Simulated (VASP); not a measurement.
# Lu (P6_3/mmc) in VASP: notebook

Runs on Lu. Level: PBEsol. Tasks: single point.

All numbers are computed with VASP 6.6.1; they aren't measurements. Logs are shortened: lines on timing, memory, paths and dates and some standing lists are left out, and cuts for length are marked.

## Step 1: The cell of the first run

Symmetry: P6_3/mmc, No. 194, hexagonal system. The conventional cell has a = 3.300 Å, b = 3.300 Å, c = 5.138 Å, α = 90.00°, β = 90.00°, γ = 120.00°. Within 4.2 Å of Lu (site symmetry -6m2) lie 12 Lu at 3.20 to 3.30 Å.

## Step 2: Single point, PBEsol (24.23 Å³/atom)

File INCAR:

```
PREC = Accurate
ENCUT = 520
EDIFF = 1E-6
ISMEAR = -1
SIGMA = 0.1
LREAL = False
LASPH = True
NELM = 60
ALGO = Normal
ISIF = 2
LWAVE = False
LCHARG = True
GGA = PS
LELF = True
LVHAR = True
NBANDS = 32
```

File KPOINTS:

```
Automatic mesh
0
Gamma
  17 17 10
```

File POSCAR:

```
Lu
1.0
    3.3002491645      0.0000000000      0.0000000000
   -1.6501245822      2.8580996153      0.0000000000
    0.0000000000      0.0000000000      5.1381883329
Lu
2
Direct
    0.3333333333      0.6666666667      0.2500000000
    0.6666666667      0.3333333333      0.7500000000
```

Potentials or basis: VASP PAW PBE potentials, release 64 (Lu).

The run is started by

```sh
$ cat potpaw_PBE.64/Lu/POTCAR > POTCAR
$ mpirun -np 1 vasp_std > vasp.out
```

OUTCAR:

```text
PREC = Accurate
   ENCUT = 520
   EDIFF = 1E-6
   ISMEAR = -1
   LREAL = False
   LASPH = True
   NELM = 60
   ISIF = 2
   GGA = PS

 ion  position               nearest neighbor table
   1  0.333  0.667  0.250-   2 3.20   2 3.20   2 3.20   2 3.20   2 3.20   2 3.20
   2  0.667  0.333  0.750-   1 3.20   1 3.20   1 3.20   1 3.20   1 3.20   1 3.20

  LATTYP: Found a hexagonal cell.
 ALAT       =     3.3002491645
 C/A-ratio  =     1.5569092141

  Lattice vectors:

 A1 = (   3.3002491645,   0.0000000000,   0.0000000000)
 A2 = (  -1.6501245822,   2.8580996153,   0.0000000000)
 A3 = (   0.0000000000,   0.0000000000,   5.1381883329)

Analysis of symmetry for initial positions (statically):
=====================================================================
 Subroutine PRICEL returns:
 Original cell was already a primitive cell.

 Routine SETGRP: Setting up the symmetry group for a
 hexagonal supercell.

 Subroutine GETGRP returns: Found 24 space group operations
 (whereof 12 operations were pure point group operations)
 out of a pool of 24 trial point group operations.

The static configuration has the point symmetry D_3d.
 The point group associated with its full space group is D_6h.

Analysis of symmetry for dynamics (positions and initial velocities):
=====================================================================
 Subroutine PRICEL returns:
 Original cell was already a primitive cell.

 Routine SETGRP: Setting up the symmetry group for a
 hexagonal supercell.

 Subroutine GETGRP returns: Found 24 space group operations
 (whereof 12 operations were pure point group operations)
 out of a pool of 24 trial point group operations.

The dynamic configuration has the point symmetry D_3d.
 The point group associated with its full space group is D_6h.

 Subroutine INISYM returns: Found 24 space group operations
 (whereof 12 operations are pure point group operations),
 and found     1 'primitive' translations

----------------------------------------------------------------------------------------

                                     Primitive cell

  volume of cell :      48.4657

  direct lattice vectors                    reciprocal lattice vectors
     3.300249164  0.000000000  0.000000000     0.303007425  0.174941418  0.000000000
    -1.650124582  2.858099615  0.000000000     0.000000000  0.349882836  0.000000000
     0.000000000  0.000000000  5.138188333     0.000000000  0.000000000  0.194621126

  length of vectors
     3.300249164  3.300249164  5.138188333     0.349882836  0.349882836  0.194621126

  position of ions in fractional coordinates (direct lattice)
     0.333333333  0.666666667  0.250000000
     0.666666667  0.333333333  0.750000000

  ion indices of the primitive-cell ions
   primitive index   ion index
                 1           1
                 2           2

----------------------------------------------------------------------------------------

 KPOINTS: Automatic mesh

Automatic generation of k-mesh.
 Grid dimensions read from file:
 generate k-points for:   17   17   10

 Generating k-lattice:

  Cartesian coordinates                     Fractional coordinates (reciprocal lattice)
     0.017823966  0.010290672  0.000000000     0.058823529  0.000000000  0.000000000
     0.000000000  0.020581343  0.000000000     0.000000000  0.058823529  0.000000000
     0.000000000  0.000000000  0.019462113     0.000000000  0.000000000  0.100000000

  Length of vectors
     0.020581343  0.020581343  0.019462113

  Shift w.r.t. Gamma in fractional coordinates (k-lattice)
     0.000000000  0.000000000  0.000000000

 Subroutine IBZKPT returns following result:
 ===========================================

 Found    198 irreducible k-points:

 Following reciprocal coordinates:
            Coordinates               Weight
  0.000000  0.000000  0.000000      1.000000
  0.058824  0.000000  0.000000      6.000000
  0.117647  0.000000  0.000000      6.000000
  0.176471  0.000000  0.000000      6.000000
  0.235294  0.000000  0.000000      6.000000
  0.294118  0.000000  0.000000      6.000000
[... 16 lines left out ...]
  0.411765  0.117647  0.000000     12.000000
  0.176471  0.176471  0.000000      6.000000
 [... further k-points ...]
   k-points           NKPTS =    198   k-points in BZ     NKDIM =    198   number of bands    NBANDS=     32
   number of dos      NEDOS =    301   number of ions     NIONS =      2
   total plane-waves  NPLWV =  31360
   dimension x,y,z NGX =    28 NGY =   28 NGZ =   40
   dimension x,y,z NGXF=    56 NGYF=   56 NGZF=   80
   ions per type =               2
   NGX,Y,Z   is equivalent  to a cutoff of  14.10, 14.10, 12.94 a.u.
   NGXF,Y,Z  is equivalent  to a cutoff of  28.21, 28.21, 25.88 a.u.
 SYSTEM =  unknown system
   PREC   = accura    normal or accurate (medium, high low for compatibility)
   ISTART =      0    job   : 0-new  1-cont  2-samecut
   ICHARG =      2    charge: 1-file 2-atom 10-const
   ISPIN  =      1    spin polarized calculation?
   LNONCOLLINEAR =      F non collinear calculations
   LSORBIT =      F    spin-orbit coupling
   LASPH  =      T    aspherical Exc in radial PAW
   ENCUT  =  520.0 eV  38.22 Ry    6.18 a.u.   6.14  6.14  9.55*2*pi/ulx,y,z
   NELM   =     60;   NELMIN=  2; NELMDL= -5     # of ELM steps
   EDIFF  = 0.1E-05   stopping-criterion for ELM
   LREAL  =      F    real-space projection
   EDIFFG = 0.1E-04   stopping-criterion for IOM
   NSW    =      0    number of steps for IOM
   IBRION =     -1    ionic relax: 0-MD 1-quasi-New 2-CG
   NFREE  =      0    steps in history (QN), initial steepest desc. (CG)
   ISIF   =      2    stress and relaxation
   ISYM   =      2    0-nonsym 1-usesym 2-fastsym
   POTIM  = 0.5000    time-step for ionic-motion
   TEBEG  =    0.0;   TEEND  =   0.0 temperature during run
   PSTRESS=    0.0 pullay stress
   NELECT =      50.0000    total number of electrons
   NUPDOWN=      -1.0000    fix difference up-down
   EMIN   =  10.00;   EMAX   =-10.00  energy-range for DOS
   EFERMI =   0.00;   METHOD = LEGACY
   ISMEAR =    -1;   SIGMA  =   0.10  broadening in eV -4-tet -1-fermi 0-gaus
   EFERMI_NEDOS =   21; number of points for ismear=-14 and -15
   IALGO  =     38    algorithm
   IMIX   =      4    mixing-type and parameters
     AMIX     =   0.40;   BMIX     =  1.00
     AMIX_MAG =   1.60;   BMIX_MAG =  1.00
  volume/ion in A,a.u.               =      24.23       163.53
  Fermi-wavevector in a.u.,A,eV,Ry     =   1.654195  3.125976 37.230469  2.736362
  Thomas-Fermi vector in A             =   2.742504
   LORBIT       =      0    0 simple, 1 ext, 2 COOP (PROOUT), +10 PAW based schemes
   GGA     = PS    functional components
   LHFCALC =     F    Hartree Fock is set to
   AEXX    =    0.0000 exact exchange contribution
   IVDW    =     0    specifies the selected vdW correction
   LEPSILON=     F    determine dielectric tensor
   LRPA    =     F    only Hartree local field effects (RPA)
 non-spin polarized calculation
  energy-cutoff  :      520.00
  volume of cell :       48.47
 maximum number of plane-waves:      1327
 NGX is ok and might be reduce to    28
   NGX = 13   NGY = 13   NGZ = 19

 number of electron      50.0000014 magnetization

 Free energy of the ion-electron system (eV)
  ---------------------------------------------------
  ext. energy  EPLUGINS =         0.00000000
  ---------------------------------------------------
  free energy    TOTEN  =        -9.79259561 eV

  energy without entropy =       -9.70053500  energy(sigma->0) =       -9.74656530

 E-fermi :   2.8093     XC(G=0): -11.7088

 val. band max:        2.8074574405   @ k =   0.1765   0.1765   0.4000
 cond. band min:       2.8102937307   @ k =   0.4118   0.1765   0.4000
 fundamental gap:      0.0028362902
 Fermi energy:         2.8093248843

 k-point     1 :       0.0000    0.0000    0.0000
  band No.  band energies     occupation
      1     -52.9985      2.00000
      2     -52.9148      2.00000
      3     -24.2206      2.00000
      4     -23.4255      2.00000
      5     -23.4255      2.00000
      6     -23.2736      2.00000
[... 24 lines left out ...]
     31       6.6427      0.00000
     32       6.6427      0.00000

 k-point     2 :       0.0588    0.0000    0.0000
  band No.  band energies     occupation
      1     -52.9966      2.00000
      2     -52.9142      2.00000
      3     -24.2104      2.00000
      4     -23.4463      2.00000
      5     -23.4328      2.00000
      6     -23.2959      2.00000
[... 24 lines left out ...]
     31       6.4876      0.00000
     32       6.5321      0.00000

 k-point     3 :       0.1176    0.0000    0.0000
  band No.  band energies     occupation
      1     -52.9912      2.00000
      2     -52.9125      2.00000
      3     -24.1807      2.00000
      4     -23.5060      2.00000
      5     -23.4530      2.00000
      6     -23.3587      2.00000
[... 24 lines left out ...]
     31       6.2703      0.00000
     32       6.4177      0.00000

 k-point     4 :       0.1765    0.0000    0.0000
  band No.  band energies     occupation
      1     -52.9827      2.00000
      2     -52.9101      2.00000
      3     -24.1333      2.00000
      4     -23.5965      2.00000
      5     -23.4827      2.00000
      6     -23.4510      2.00000
[... 24 lines left out ...]
     31       6.6959      0.00000
     32       6.8701      0.00000

 k-point     5 :       0.2353    0.0000    0.0000
  band No.  band energies     occupation
      1     -52.9722      2.00000
      2     -52.9076      2.00000
      3     -24.0715      2.00000
      4     -23.7057      2.00000
      5     -23.5579      2.00000
      6     -23.5173      2.00000
[... 584 lines left out ...]
     31       8.6332      0.00000
     32       9.6049      0.00000

 k-point    22 :       0.3529    0.1176    0.0000
  band No.  band energies     occupation
      1     -52.9368      2.00000
      2     -52.9052      2.00000
      3     -23.9755      2.00000
      4     -23.8337      2.00000
      5     -23.8185      2.00000
      6     -23.6366      2.00000
[... 24 lines left out ...]
     31       9.3286      0.00000
     32      10.4198      0.00000

 k-point    23 :       0.4118    0.1176    0.0000
  band No.  band energies     occupation
      1     -52.9311      2.00000
      2     -52.9063      2.00000
      3     -24.0130      2.00000
      4     -23.8404      2.00000
      5     -23.7872      2.00000
      6     -23.6576      2.00000
[... 24 lines left out ...]
     31       9.8184      0.00000
     32      10.6731      0.00000

 k-point    24 :       0.1765    0.1765    0.0000
  band No.  band energies     occupation
      1     -52.9579      2.00000
      2     -52.9052      2.00000
      3     -23.9828      2.00000
      4     -23.7578      2.00000
      5     -23.7552      2.00000
      6     -23.5276      2.00000
[... 24 lines left out ...]
     31       7.7364      0.00000
     32       8.7767      0.00000

 [... further k-points ...]

------------------------ aborting loop because EDIFF is reached ----------------------------------------

  FORCE on cell =-STRESS in cart. coord.  units (eV):
  Direction    XX          YY          ZZ          XY          YZ          ZX
  --------------------------------------------------------------------------------------
  -------------------------------------------------------------------------------------
  Total        2.3933968      2.3933968      2.4763550      0.0000000      0.0000000     -0.0000000
  in kB       79.1208911     79.1208911     81.8633241      0.0000000      0.0000000     -0.0000000
  external PRESSURE =      80.0350354 kB  Pullay stress =       0.0000000 kB

 VOLUME and BASIS-vectors are now :
 -----------------------------------------------------------------------------
  energy-cutoff  :      520.00
  volume of cell :       48.47
      direct lattice vectors                 reciprocal lattice vectors
     3.300249164  0.000000000  0.000000000     0.303007425  0.174941418  0.000000000
    -1.650124582  2.858099615  0.000000000     0.000000000  0.349882836  0.000000000
     0.000000000  0.000000000  5.138188333     0.000000000  0.000000000  0.194621126

 POSITION                                       TOTAL-FORCE (eV/Angst)
 -----------------------------------------------------------------------------------
     -0.00000      1.90540      1.28455         0.000000     -0.000000      0.000000
      1.65012      0.95270      3.85364        -0.000000      0.000000      0.000000
 -----------------------------------------------------------------------------------
    total drift:                                0.000000     -0.000000      0.000000

  FREE ENERGIE OF THE ION-ELECTRON SYSTEM (eV)
  ---------------------------------------------------
  free  energy   TOTEN  =        -9.7925956085 eV

  energy  without entropy=       -9.7005349999  energy(sigma->0) =       -9.74656530
```

Run time: 2.6 min. Hardware: 1 thread of Intel Xeon 6975P-C (Granite Rapids), shared host; peak memory 0.36 GiB.

What came out:

* Free energy: -9.7926 eV
* Pressure: 8.0 GPa
* Band gap on the k mesh: zero (bands 25 and 26 overlap by 2.06 eV)

Caveat: the cell stands under pressure; the PAW data sets were made with another functional, which shifts forces and pressure a little; spin-orbit coupling is left out, which moves the levels of the heavy elements.

## Step 3: Single point, PBEsol (25.33 Å³/atom)

This run uses another cell than the first one, of 25.33 Å³/atom.

File INCAR:

```
ALGO = Normal
EDIFF = 1E-7
ENCUT = 520
GGA = PS
ISIF = 2
ISMEAR = -1
LASPH = T
LCHARG = F
LREAL = F
LWAVE = F
NBANDS = 32
NELM = 100
PREC = Accurate
SIGMA = 0.1
```

File KPOINTS:

```
k-points
0
Gamma
  17 17 10
```

File POSCAR:

```
Lu
1.0
    3.3495138778      0.0000000000      0.0000000000
   -1.6747569389      2.9007641085      0.0000000000
    0.0000000000      0.0000000000      5.2148890190
Lu
2
Direct
    0.3333333333      0.6666666667      0.2500000000
    0.6666666667      0.3333333333      0.7500000000
```

Potentials or basis: VASP PAW PBE potentials, release 64 (Lu).

The run is started by

```sh
$ cat potpaw_PBE.64/Lu/POTCAR > POTCAR
$ mpirun -np 1 vasp_std > vasp.out
```

Wall time 2.7 min (1 thread of Intel Xeon 6975P-C (Granite Rapids), shared host); peak memory 0.37 GiB.

It converged, with:

| Property | Result |
| --- | --- |
| Free energy | -9.8836 eV |
| Pressure | 5.0 GPa |
| Band gap on the k mesh | zero (bands 25 and 26 overlap by 1.94 eV) |

Stress tensor (GPa, compression positive):
```
4.97 0.00 0.00
0.00 4.97 0.00
0.00 0.00 5.09
```

Levels at points of the mesh, in eV from the Fermi level:
```
           k point  band 22  band 23  band 24  band 25  band 26  band 27  band 28  band 29
(0.00, 0.00, 0.00)    -4.58    -4.57    -2.65     1.23     2.28     2.28     2.81     3.16
(0.00, 0.00, 0.50)    -4.57    -4.46    -4.46     1.30     1.30     2.16     2.16     2.16
```

Caveat: the cell stands under pressure; the PAW data sets were made with another functional, which shifts forces and pressure a little; spin-orbit coupling is left out, which moves the levels of the heavy elements.

## Step 4: Single point, PBEsol (26.44 Å³/atom)

This run uses another cell than the first one, of 26.44 Å³/atom.

File INCAR:

```
SYSTEM = Lu
  ALGO = Normal
  EDIFF = 1E-7
  ENCUT = 520
  GGA = PS
  ISIF = 2
  ISMEAR = -1
  LASPH = .True.
  LCHARG = .False.
  LREAL = .False.
  LWAVE = .False.
  NBANDS = 32
  NELM = 80
  PREC = Accurate
  SIGMA = 0.1
```

File KPOINTS:

```
k-points
0
Gamma
  17 17 10
  0 0 0
```

File POSCAR:

```
Lu
1.0
    3.3973705417      0.0000000000      0.0000000000
   -1.6986852709      2.9422091952      0.0000000000
    0.0000000000      0.0000000000      5.2893975001
Lu
2
Direct
    0.3333333333      0.6666666667      0.2500000000
    0.6666666667      0.3333333333      0.7500000000
```

The run is started by

```sh
$ cat potpaw_PBE.64/Lu/POTCAR > POTCAR
$ mpirun -np 1 vasp_std > vasp.out
```

Wall time 2.6 min (1 thread of Intel Xeon 6975P-C (Granite Rapids), shared host); peak memory 0.38 GiB.

The run converged. Its results:

```yaml
Free_energy: -9.9354 eV
Pressure: 2.4 GPa
Band_gap_on_the_k_mesh: zero (bands 25 and 26 overlap by 1.92 eV)
```

Stress tensor (GPa, compression positive):
```
2.37 0.00 0.00
0.00 2.37 0.00
0.00 0.00 2.46
```

Levels at points of the mesh, in eV from the Fermi level:
```csv
k point,band 21,band 22,band 23,band 24,band 25,band 26,band 27,band 28,band 29,band 30
"(0.00, 0.00, 0.00)",-4.67,-4.65,-4.64,-2.56,1.05,2.25,2.25,2.76,3.08,3.08
"(0.00, 0.00, 0.50)",-4.64,-4.64,-4.43,-4.43,1.27,1.27,2.13,2.13,2.13,2.13
```

Caveat: the PAW data sets were made with another functional, which shifts forces and pressure a little; spin-orbit coupling is left out, which moves the levels of the heavy elements.

## Step 5: The runs side by side

| cell | gap on the mesh (eV) | pressure (GPa) |
| --- | --- | --- |
| a = 3.300, b = 3.300, c = 5.138 Å, angles 90.0, 90.0, 120.0°, 2 atoms | none | 8.0 |
| a = 3.350, b = 3.350, c = 5.215 Å, angles 90.0, 90.0, 120.0°, 2 atoms | none | 5.0 |
| a = 3.397, b = 3.397, c = 5.289 Å, angles 90.0, 90.0, 120.0°, 2 atoms | none | 2.4 |

Alike in all rows: task single point; level PBEsol; potentials or basis VASP PAW PBE potentials, release 64 (Lu); no spin polarisation; k mesh 17 × 17 × 10; cutoff (eV) 520; smearing fermi-dirac 0.1 eV.

Caveats: the PAW data sets were made with another functional, which shifts forces and pressure a little; spin-orbit coupling is left out, which moves the levels of the heavy elements; the cell stands under pressure (at least some runs).

Total energies depend on the potentials used, so only differences within one code and one set of settings carry meaning.
